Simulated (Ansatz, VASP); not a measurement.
**HfO2 in VASP and in Ansatz**

```
CELL_PARAMETERS angstrom
4.81353 0.00000 0.00000
0.00000 4.81353 0.00000
0.00000 0.00000 3.20541
ATOMIC_POSITIONS crystal
Hf 0.00000 0.00000 0.00000
Hf 0.50000 0.50000 0.50000
O 0.19495 0.80505 0.50000
O 0.30505 0.30505 0.00000
O 0.69495 0.69495 0.00000
O 0.80505 0.19495 0.50000
```

Alike in both runs: task single point; functional PBEsol; k mesh 6 × 6 × 8; no spin polarisation.

|  | VASP | Ansatz |
| --- | --- | --- |
| version | VASP 6.6.1 | Ansatz 0.2.0 |
| potentials or method | VASP PAW PBE potentials, release 64 (Hf_pv, O) | plane waves, PAW |
| plane-wave cutoff (eV) | 520 | 420 |
| occupations | gaussian, width 0.01 eV | fixed |
| valence electrons in the cell | 44 | 76 |

```tsv
	VASP	Ansatz	Ansatz less VASP
pressure (GPa)	-0.9	1.8	+2.72
traceless stress, the component that is largest in VASP (GPa)	-0.50	-0.06	+0.439
```

VASP's potentials were made for PBE, not for PBEsol. VASP's potentials hold 44 valence electrons a cell and Ansatz's 76, so a difference there can come from the potentials and not from the codes.

Spin-orbit coupling is off throughout.
